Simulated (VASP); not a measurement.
Write the native input for VASP 6.6.1 that does the following.

* Task: single point
* Functional: LDA
* Potentials or basis: VASP PAW LDA potentials, release 64 (Hg, Te)
* Cutoff: 520 eV
* k mesh: 12 × 12 × 12
* Occupations: fermi-dirac, width 0.05 eV
* Spin: no spin polarisation
* Dipole correction: no
* Further INCAR settings: ALGO = Normal; EDIFF = 1e-07; NBANDS = 16

The structure of HgTe (rocksalt type) lies in POSCAR:

```
HgTe
1.0
    0.0000000000      2.7593146477      2.7593146477
    2.7593146477      0.0000000000      2.7593146477
    2.7593146477      2.7593146477      0.0000000000
Hg Te
1 1
Direct
    0.0000000000      0.0000000000      0.0000000000
    0.5000000000      0.5000000000      0.5000000000
```

This cell differs from its parent crystal: volume scaled by 0.8.

One way to write it, as run:

INCAR

```
PREC = Accurate ; ENCUT = 520
EDIFF = 1E-7 ; ISMEAR = -1
SIGMA = 0.05 ; LREAL = F
LASPH = T ; NELM = 60
ALGO = Normal ; ISIF = 2
LWAVE = F ; LCHARG = F
GGA = CA ; NBANDS = 16
```

KPOINTS

```
Automatic mesh
0
Gamma
  12 12 12
```

Potentials or basis: VASP PAW LDA potentials, release 64 (Hg, Te).

Launch:

```bash
$ cat potpaw_LDA.64/Hg/POTCAR potpaw_LDA.64/Te/POTCAR > POTCAR
$ mpirun -np 1 vasp_std > vasp.out
```

Results of the run:

| Item | Value |
| --- | --- |
| Pressure | 27.5 GPa |
| Band gap on the k mesh | zero (band 9 reaches 8.95 eV, above the bottom of band 10 at 5.11 eV) |

Caveat: spin-orbit coupling is left out, which moves the levels of the heavy elements.

Wall time 25 s on 1 thread of Intel(R) Xeon(R) 6975P-C (Granite Rapids), on a shared host, peak memory 0.18 GiB.
